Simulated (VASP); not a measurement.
# LiNbO3 (R3c) in VASP: further runs

LiNbO3 is run at these levels: PBE; tasks: single point.

Everything below comes from runs of VASP 6.6.1. Logs are shortened: lines on timing, memory, paths and dates and some standing lists are left out, and cuts for length are marked.

### Step 1. The cell of the first run

Symmetry: R3c, No. 161, trigonal system. Conventional cell: a = 5.053 Å, b = 5.053 Å, c = 14.550 Å, α = 90.00°, β = 90.00°, γ = 120.00°. Li (site symmetry 3) has 6 O at 2.04 to 2.28 Å within 2.7 Å. Within 2.5 Å of Nb (site symmetry 3) lie 6 O at 1.86 to 2.17 Å. Within 2.5 Å of O (site symmetry 1) lie 2 Nb at 1.86 to 2.17 Å and 2 Li at 2.04 to 2.28 Å.

### Step 2. Single point, PBE (10.72 Å³/atom)

Contents of INCAR:

```
PREC = Accurate
ENCUT = 520
EDIFF = 1E-7
ISMEAR = 0
SIGMA = 0.05
LREAL = False
LASPH = True
NELM = 80
ALGO = Normal
ISIF = 2
LWAVE = False
LCHARG = False
GGA = PE
NBANDS = 45
```

Contents of KPOINTS:

```
regular mesh
0
Gamma
  6 6 6
```

Contents of POSCAR:

```
LiNbO3
1.0
    2.5264952167      1.4586726935      4.8498602179
   -2.5264952167      1.4586726935      4.8498602179
    0.0000000000     -2.9173453869      4.8498602180
Li Nb O
2 2 6
Direct
    0.2815913687      0.2815913687      0.2815913687
    0.7815913687      0.7815913687      0.7815913687
    0.0004900497      0.0004900497      0.0004900497
    0.5004900497      0.5004900497      0.5004900497
    0.1104619503      0.3580262714      0.7211003599
    0.7211003599      0.1104619503      0.3580262714
    0.3580262714      0.7211003599      0.1104619503
    0.2211003599      0.8580262714      0.6104619503
    0.8580262714      0.6104619503      0.2211003599
    0.6104619503      0.2211003599      0.8580262714
```

Potentials or basis: VASP PAW PBE potentials, release 64 (Li_sv, Nb_sv, O).

Launch:

```bash
cat potpaw_PBE.64/Li_sv/POTCAR potpaw_PBE.64/Nb_sv/POTCAR potpaw_PBE.64/O/POTCAR > POTCAR
mpirun -np 1 vasp_std > vasp.out
```

OUTCAR:

```text
PREC = Accurate
   ENCUT = 520
   EDIFF = 1E-7
   ISMEAR = 0
   LREAL = False
   LASPH = True
   NELM = 80
   ISIF = 2
   GGA = PE

 ion  position               nearest neighbor table
   1  0.282  0.282  0.282-   8 2.04   9 2.04  10 2.04   7 2.28   6 2.28   5 2.28
   2  0.782  0.782  0.782-   7 2.04   5 2.04   6 2.04   8 2.28  10 2.28   9 2.28
   3  0.000  0.000  0.000-   5 1.86   7 1.86   6 1.86   9 2.17  10 2.17   8 2.17
   4  0.500  0.500  0.500-   9 1.86   8 1.86  10 1.86   5 2.17   6 2.17   7 2.17
   5  0.110  0.358  0.721-   3 1.86   2 2.04   4 2.17   1 2.28
   6  0.721  0.110  0.358-   3 1.86   2 2.04   4 2.17   1 2.28
   7  0.358  0.721  0.110-   3 1.86   2 2.04   4 2.17   1 2.28
   8  0.221  0.858  0.610-   4 1.86   1 2.04   3 2.17   2 2.28
   9  0.858  0.610  0.221-   4 1.86   1 2.04   3 2.17   2 2.28
  10  0.610  0.221  0.858-   4 1.86   1 2.04   3 2.17   2 2.28

  LATTYP: Found a trigonal (rhomboedric) cell.
 ALAT       =     5.6596862316
 COS(alpha) =     0.6014505203

  Lattice vectors:

 A1 = (   2.5264952167,   1.4586726935,   4.8498602179)
 A2 = (  -2.5264952167,   1.4586726935,   4.8498602179)
 A3 = (   0.0000000000,  -2.9173453869,   4.8498602180)

Analysis of symmetry for initial positions (statically):
=====================================================================
 Subroutine PRICEL returns:
 Original cell was already a primitive cell.

 Routine SETGRP: Setting up the symmetry group for a
 trigonal (rhombohedral) supercell.

 Subroutine GETGRP returns: Found  6 space group operations
 (whereof  3 operations were pure point group operations)
 out of a pool of 12 trial point group operations.

The static configuration has the point symmetry C_3 .
 The point group associated with its full space group is C_3v.

Analysis of symmetry for dynamics (positions and initial velocities):
=====================================================================
 Subroutine PRICEL returns:
 Original cell was already a primitive cell.

 Routine SETGRP: Setting up the symmetry group for a
 trigonal (rhombohedral) supercell.

 Subroutine GETGRP returns: Found  6 space group operations
 (whereof  3 operations were pure point group operations)
 out of a pool of 12 trial point group operations.

The dynamic configuration has the point symmetry C_3 .
 The point group associated with its full space group is C_3v.

 Subroutine INISYM returns: Found  6 space group operations
[... 119 lines left out ...]
   ISIF   =      2    stress and relaxation
   ISYM   =      2    0-nonsym 1-usesym 2-fastsym
   POTIM  = 0.5000    time-step for ionic-motion
   TEBEG  =    0.0;   TEEND  =   0.0 temperature during run
   PSTRESS=    0.0 pullay stress
   NELECT =      68.0000    total number of electrons
   NUPDOWN=      -1.0000    fix difference up-down
   EMIN   =  10.00;   EMAX   =-10.00  energy-range for DOS
   EFERMI =   0.00;   METHOD = LEGACY
   ISMEAR =     0;   SIGMA  =   0.05  broadening in eV -4-tet -1-fermi 0-gaus
   EFERMI_NEDOS =   21; number of points for ismear=-14 and -15
   IALGO  =     38    algorithm
   IMIX   =      4    mixing-type and parameters
     AMIX     =   0.40;   BMIX     =  1.00
     AMIX_MAG =   1.60;   BMIX_MAG =  1.00
  volume/ion in A,a.u.               =      10.72        72.37
  Fermi-wavevector in a.u.,A,eV,Ry     =   1.406454  2.657813 26.913859  1.978113
  Thomas-Fermi vector in A             =   2.528813
   LORBIT       =      0    0 simple, 1 ext, 2 COOP (PROOUT), +10 PAW based schemes
   GGA     = PE    functional components
   LHFCALC =     F    Hartree Fock is set to
   AEXX    =    0.0000 exact exchange contribution
   IVDW    =     0    specifies the selected vdW correction
   LEPSILON=     F    determine dielectric tensor
   LRPA    =     F    only Hartree local field effects (RPA)
 non-spin polarized calculation
 Gauss-broadening in eV      SIGMA  =   0.05
  energy-cutoff  :      520.00
  volume of cell :      107.24
 maximum number of plane-waves:      2913
   NGX = 21   NGY = 21   NGZ = 21

 number of electron      68.0000000 magnetization

 Free energy of the ion-electron system (eV)
  ---------------------------------------------------
  ext. energy  EPLUGINS =         0.00000000
  ---------------------------------------------------
  free energy    TOTEN  =       -79.85658390 eV

  energy without entropy =      -79.85658390  energy(sigma->0) =      -79.85658390

 E-fermi :   3.7440     XC(G=0): -10.7398

 val. band max:        3.5095902355   @ k =   0.0000   0.0000   0.0000
 cond. band min:       7.1080040160   @ k =   0.1667   0.1667   0.0000
 fundamental gap:      3.5984137804
 Fermi energy:         3.7439745441

 k-point     1 :       0.0000    0.0000    0.0000
  band No.  band energies     occupation
      1     -50.6663      2.00000
      2     -50.6524      2.00000
      3     -39.1572      2.00000
      4     -39.1549      2.00000
      5     -26.9912      2.00000
      6     -26.9912      2.00000
[... 1141 lines left out ...]
     44      12.9322      0.00000
     45      13.9604      0.00000

 [... further k-points ...]

------------------------ aborting loop because EDIFF is reached ----------------------------------------

  FORCE on cell =-STRESS in cart. coord.  units (eV):
  Direction    XX          YY          ZZ          XY          YZ          ZX
  --------------------------------------------------------------------------------------
  -------------------------------------------------------------------------------------
  Total        5.4078171      5.4078171     -2.1072869      0.0000000     -0.0000000      0.0000000
  in kB       80.7933784     80.7933784    -31.4830973      0.0000000     -0.0000000      0.0000000
  external PRESSURE =      43.3678865 kB  Pullay stress =       0.0000000 kB

 VOLUME and BASIS-vectors are now :
 -----------------------------------------------------------------------------
  energy-cutoff  :      520.00
  volume of cell :      107.24
      direct lattice vectors                 reciprocal lattice vectors
     2.526495217  1.458672694  4.849860218     0.197902611  0.114259126  0.068730503
    -2.526495217  1.458672694  4.849860218    -0.197902611  0.114259126  0.068730503
     0.000000000 -2.917345387  4.849860218     0.000000000 -0.228518251  0.068730503

 POSITION                                       TOTAL-FORCE (eV/Angst)
 -----------------------------------------------------------------------------------
      0.00000      0.00000      4.09704        -0.000000      0.000000      0.065280
      0.00000      0.00000     11.37183        -0.000000      0.000000      0.065280
      0.00000      0.00000      0.00713        -0.000000     -0.000000     -0.344375
      0.00000      0.00000      7.28192        -0.000000     -0.000000     -0.344375
     -0.62547     -1.42033      5.76934        -0.320403      0.270903      0.093031
      1.54278      0.16849      5.76934        -0.074408     -0.412929      0.093031
     -0.91730      1.25184      5.76934         0.394810      0.142025      0.093031
     -1.60919     -0.20684      8.19427        -0.394810      0.142025      0.093031
      0.62547      1.49702      8.19427         0.320403      0.270903      0.093031
      0.98372     -1.29018      8.19427         0.074408     -0.412929      0.093031
 -----------------------------------------------------------------------------------
    total drift:                                0.000000     -0.000000      0.000686

  FREE ENERGIE OF THE ION-ELECTRON SYSTEM (eV)
  ---------------------------------------------------
  free  energy   TOTEN  =       -79.8565839027 eV

  energy  without entropy=      -79.8565839027  energy(sigma->0) =      -79.85658390
```

OSZICAR:

```text
N       E                     dE             d eps       ncg     rms          rms(c)
DAV:   1     0.726480307204E+03    0.72648E+03   -0.36703E+04  2880   0.159E+03
DAV:   2    -0.311257242405E+02   -0.75761E+03   -0.73194E+03  3712   0.544E+02
DAV:   3    -0.919348025774E+02   -0.60809E+02   -0.60254E+02  4232   0.143E+02
DAV:   4    -0.974204454125E+02   -0.54856E+01   -0.54709E+01  5192   0.392E+01
DAV:   5    -0.976816104605E+02   -0.26117E+00   -0.26108E+00  4311   0.614E+00    0.276E+01
DAV:   6    -0.798969283720E+02    0.17785E+02   -0.76267E+01  4176   0.538E+01    0.934E+00
DAV:   7    -0.798393719996E+02    0.57556E-01   -0.79106E+00  4504   0.161E+01    0.560E+00
DAV:   8    -0.798503743124E+02   -0.11002E-01   -0.82250E-01  4592   0.623E+00    0.172E+00
DAV:   9    -0.798507169200E+02   -0.34261E-03   -0.12516E-01  4043   0.261E+00    0.911E-01
DAV:  10    -0.798564771839E+02   -0.57603E-02   -0.33684E-02  3832   0.126E+00    0.137E-01
DAV:  11    -0.798564720972E+02    0.50866E-05   -0.30264E-03  4240   0.323E-01    0.537E-02
DAV:  12    -0.798565791126E+02   -0.10702E-03   -0.28925E-04  4376   0.118E-01    0.170E-02
DAV:  13    -0.798565876390E+02   -0.85264E-05   -0.73169E-05  4390   0.592E-02    0.202E-02
DAV:  14    -0.798565845455E+02    0.30934E-05   -0.21128E-05  4136   0.362E-02    0.478E-03
DAV:  15    -0.798565838447E+02    0.70087E-06   -0.19713E-06  3976   0.125E-02    0.133E-03
DAV:  16    -0.798565839027E+02   -0.58004E-07   -0.24948E-07  2624   0.317E-03
   1 F= -.79856584E+02 E0= -.79856584E+02  d E =-.101230E-12
```

stdout:

```text
POSCAR found type information on POSCAR LiNbO
 POSCAR found :  3 types and      10 ions
 scaLAPACK will be used
 LDA part: xc-table for (Slater+PW92), standard interpolation
 POSCAR, INCAR and KPOINTS ok, starting setup
 FFT: planning ... GRIDC
 FFT: planning ... GRID_SOFT
 FFT: planning ... GRID
 WAVECAR not read
 entering main loop
```

Run time: 2.4 min. Hardware: 1 thread of Intel Xeon 6975P-C (Granite Rapids), shared host; peak memory 0.31 GiB.

What came out:

| Quantity | Value |
| --- | --- |
| Free energy | -79.8566 eV |
| Largest force | 0.430 eV/Å |
| Band gap on the k mesh | 3.60 eV (least direct gap 3.61 eV) |

Forces in eV/Å, atoms in the order of the input:
```
Li   0.000  0.000  0.065
Li   0.000  0.000  0.065
Nb   0.000  0.000 -0.344
Nb   0.000  0.000 -0.344
O   -0.320  0.271  0.093
O   -0.074 -0.413  0.093
O    0.395  0.142  0.093
O   -0.395  0.142  0.093
O    0.320  0.271  0.093
O    0.074 -0.413  0.093
```

Levels at points of the mesh, in eV from the valence-band top:
| k point | band 31 | band 32 | band 33 | band 34 | band 35 | band 36 | band 37 | band 38 |
| --- | --- | --- | --- | --- | --- | --- | --- | --- |
| (0.00, 0.00, 0.00) | -0.70 | -0.57 | 0.00 | 0.00 | 3.61 | 3.61 | 4.30 | 5.21 |
| (0.50, 0.00, 0.00) | -0.41 | -0.41 | -0.25 | -0.25 | 3.88 | 3.88 | 4.73 | 4.73 |
| (0.50, 0.50, 0.00) | -0.74 | -0.65 | -0.51 | -0.20 | 3.73 | 4.16 | 4.53 | 4.73 |
| (0.50, 0.50, 0.50) | -0.28 | -0.28 | -0.28 | -0.28 | 4.79 | 4.79 | 4.84 | 4.84 |

Caveat: the cutoff is under 1.25 times the usual one of these potentials, so pressure, stress and relaxed cells hold a basis-set (Pulay) error.

[end of part 1 of 3]
